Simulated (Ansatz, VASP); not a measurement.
## One calculation of PbS, two programs

Contents of INCAR:

```
PREC = Accurate ; ENCUT = 520
EDIFF = 1E-7 ; ISMEAR = 0
SIGMA = 0.03 ; LREAL = False
LASPH = True ; NELM = 100
ALGO = Normal ; ISIF = 2
LWAVE = False ; LCHARG = True
GGA = PE ; LELF = True
LVHAR = True ; NBANDS = 17
```

The input KPOINTS:

```
Automatic mesh
0
Gamma
  10 10 10
```

File POSCAR:

```
PbS
1.0
    0.0000000000      2.9205250000      2.9650000000
    2.9205250000      0.0000000000      2.9650000000
    2.9205250000      2.9205250000      0.0000000000
Pb S
1 1
Direct
    0.0000000000      0.0000000000      0.0000000000
    0.5000000000      0.5000000000      0.5000000000
```

Input for Ansatz:

```yaml
crystal:
  lattice:
    - [0.0, 2.920525, 2.965]
    - [2.920525, 0.0, 2.965]
    - [2.920525, 2.920525, 0.0]
  atoms:
    - { symbol: Pb, position: [0.0, 0.0, 0.0] }
    - { symbol: S, position: [0.5, 0.5, 0.5] }
basis:
  ecutwfc: 420
kpoints:
  mp_grid: { grid: [10, 10, 10] }
hamiltonian:
  xc: pbe
scf:
  occupations: { method: gaussian, width: 0.03 }
output:
  forces: true
  stress: true
  eigenvalues: true
  write_density: true
  write_potential: true
  elf: true
  volumetric_format: npy
```

Change from the starting cell: strain -0.015 along x and y, +0.000 along z, atoms carried along.

Alike in both runs: task single point; functional PBE; k mesh 10 × 10 × 10; occupations gaussian, width 0.03 eV; no spin polarisation.

|  | VASP | Ansatz |
| --- | --- | --- |
| version | VASP 6.6.1 | Ansatz 0.2.0 |
| potentials or method | VASP PAW PBE potentials, release 64 (Pb_d, S), cutoff 520 eV | scalar-relativistic, plane waves, PAW |
| valence electrons in the cell | 20 | 20 |

Ansatz gave:

| Item | Value |
| --- | --- |
| gap on the k mesh at the Fermi level (eV) | 0.23 |
| least direct gap on the mesh (eV) | 0.23 |
| pressure (GPa) | 4.3 |
| traceless stress, the component that is largest in VASP (GPa) | -1.48 |

Task: Estimate VASP's values.

Result: gap on the k mesh at the Fermi level (eV): 0.24; least direct gap on the mesh (eV): 0.24; pressure (GPa): 4.3; traceless stress, the component that is largest in VASP (GPa): -1.48.

Spin-orbit coupling is off throughout.
